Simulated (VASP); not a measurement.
A run of VASP 6.6.1:

The input INCAR:

```
SYSTEM = ZnS
ALGO = Normal ; EDIFF = 1E-6
EDIFFG = -0.005 ; ENCUT = 600
GGA = PE ; IBRION = 2
ISIF = 3 ; ISMEAR = -1
LASPH = .True. ; LCHARG = .False.
LREAL = .False. ; LWAVE = .False.
NELM = 60 ; NSW = 32
PREC = Accurate ; PSTRESS = 680.0
SIGMA = 0.08
```

The input KPOINTS:

```
k-points
0
Gamma
  16 16 16
  0 0 0
```

Contents of POSCAR:

```
ZnS
1.0
    0.0000000000      2.2661792291      2.2661792291
    2.2661792291      0.0000000000      2.2661792291
    2.2661792291      2.2661792291      0.0000000000
Zn S
1 1
Direct
    0.0000000000      0.0000000000      0.0000000000
    0.5000000000      0.5000000000      0.5000000000
```

Potentials or basis: VASP PAW PBE potentials, release 64 (Zn, S).

Run with:

```console
$ cat potpaw_PBE.64/Zn/POTCAR potpaw_PBE.64/S/POTCAR > POTCAR
$ mpirun -np 1 vasp_std > vasp.out
```

Hardware: 1 thread of AMD EPYC 9R45 96-Core Processor (Zen 5), on a shared host.

Q: Estimate the wall time of this run.

A: It took 65 s on 1 thread of AMD EPYC 9R45 96-Core Processor (Zen 5), with other jobs on the host, peak memory 0.17 GiB. Counts: scf iterations 26, k points 145, ion steps 3.
